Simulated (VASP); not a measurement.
Wanted: the native input for a VASP 6.6.1 run.

```yaml
Task: single point
Functional: PBEsol
Potentials_or_basis: VASP PAW PBE potentials, release 64 (Ge_d)
Cutoff: 520 eV
k_mesh: 14 × 14 × 14
Occupations: gaussian, width 0.15 eV
Spin: no spin polarisation
Dipole_correction: no
Further_INCAR_settings: ALGO = Fast; EDIFF = 1e-06; NBANDS = 21
```

The structure of Ge lies in POSCAR:

```
Ge
1.0
    0.0000000000      2.8378616879      2.8378616879
    2.8378616879      0.0000000000      2.8378616879
    2.8378616879      2.8378616879      0.0000000000
Ge
2
Direct
    0.5000000000      0.5000000000      0.4901334163
    0.7500000000      0.7500000000      0.7598665837
```

This cell differs from its parent crystal: atoms displaced along several vibrational modes.

The input as run:

INCAR

```
  ALGO = Fast
  EDIFF = 1E-6
  ENCUT = 520
  GGA = PS
  ISIF = 2
  ISMEAR = 0
  LASPH = T
  LCHARG = T
  LELF = T
  LREAL = F
  LVHAR = T
  LWAVE = F
  NBANDS = 21
  NELM = 80
  PREC = Accurate
  SIGMA = 0.15
```

KPOINTS

```
k-points
0
Gamma
  14 14 14
```

Potentials or basis: VASP PAW PBE potentials, release 64 (Ge_d).

Command:

```bash
$ cat potpaw_PBE.64/Ge_d/POTCAR > POTCAR
$ mpirun -np 1 vasp_std > vasp.out
```

It gave:

```json
{"Pressure": "0.4 GPa", "Largest force": "0.857 eV/Å", "Band gap on the k mesh": "zero (bands 14 and 15 overlap by 0.26 eV)"}
```

Caveat: the cell differs from its parent crystal (atoms displaced along several vibrational modes); semilocal functionals underestimate gaps, and a narrow one can read as zero; the PAW data sets were made with another functional, which shifts forces and pressure a little.

It took 23 min on 1 thread of Oxide Virtual Turin-like Processor, with other jobs on the host, peak memory 0.57 GiB.
